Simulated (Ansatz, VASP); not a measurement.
# One calculation of Ca, two programs

```
Ca
1.0
     3.70148    0.00000    0.00000
    -1.85074    3.20558    0.00000
     0.00000    0.00000    3.44230
Ca
1
Direct
  0.00000 0.00000 0.00000
```

Alike in both runs: functional PBEsol; k mesh 18 × 18 × 16; occupations gaussian, width 0.1 eV; no spin polarisation.

Ansatz relaxed the structure, and its values are those at the end. VASP's run is a single point on that final structure, the one shown.

```csv
,VASP,Ansatz
version,VASP 6.6.1,Ansatz 0.2.0
potentials or method,"VASP PAW PBE potentials, release 64 (Ca_sv), cutoff 520 eV","scalar-relativistic, plane waves, PAW"
valence electrons in the cell,10,10
```

```tsv
	VASP	Ansatz	Ansatz less VASP
gap on the k mesh at the Fermi level (eV)	none	none	-
pressure (GPa)	0.0	0.0	0.00
```

VASP's potentials were made for PBE, not for PBEsol. A gap of «none» marks a metal or a gap that the smearing closes.
